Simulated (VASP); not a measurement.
NaCl:

```
Na Cl
1.0
     5.44180    0.00000    0.00000
    -2.72090    4.71274    0.00000
     0.00000    0.00000    4.99571
Na Cl
1 1
Direct
  0.00000 0.00000 0.50000
  0.00000 0.00000 0.00000
```

The cell was generated, and may not be a known phase.

| Item | Value |
| --- | --- |
| Program | VASP 6.6.1 |
| Task | relaxation of cell and atoms |
| Functional | PBE |
| Potentials or basis | VASP PAW PBE potentials, release 64 (Na_sv, Cl) |
| Cutoff | 1130 eV |
| k mesh | 6 × 6 × 6 |
| Occupations | gaussian, width 0.02 eV |
| Spin | no spin polarisation |

At the start: pressure 0.1 GPa; volume 64.06 Å³/atom.

Where does the relaxation end?

Over 15 steps the energy falls by 2.1 meV/atom and the volume is 71.03 Å³/atom (+10.9 %); space group P6/mmm (No. 191, to 0.1 Å) before and after.

The path:
| step | energy change (eV) | largest force (eV/Å) | pressure (GPa) | volume (Å³) |
| --- | --- | --- | --- | --- |
| 1 | 0.0000 | 0.0000 | 0.06 | 128.12 |
| 2 | -0.0004 | 0.0000 | 0.07 | 128.57 |
| 3 | -0.0012 | 0.0000 | 0.11 | 129.92 |
| 4 | -0.0015 | 0.0000 | 0.19 | 132.63 |
| 5 | -0.0016 | 0.0000 | 0.16 | 131.82 |
| 6 | -0.0017 | 0.0000 | 0.16 | 132.06 |
| 7 | -0.0020 | 0.0000 | 0.15 | 132.54 |
| 8 | -0.0024 | 0.0000 | 0.13 | 133.49 |
| 9 | -0.0032 | 0.0000 | 0.09 | 135.40 |
| 10 | -0.0041 | 0.0000 | 0.02 | 139.27 |
| 11 | -0.0034 | 0.0000 | -0.09 | 147.21 |
| 12 | -0.0042 | 0.0000 | -0.01 | 141.62 |
| 13 | -0.0042 | 0.0000 | -0.01 | 141.39 |
| 14 | -0.0042 | 0.0000 | -0.01 | 141.61 |
| 15 | -0.0042 | 0.0000 | 0.00 | 142.06 |

Final structure:
```
CELL_PARAMETERS angstrom
5.72850 0.00000 0.00000
-2.86425 4.96103 0.00000
0.00000 0.00000 4.99889
ATOMIC_POSITIONS crystal
Na 0.00000 0.00000 0.50000
Cl 0.00000 0.00000 0.00000
```
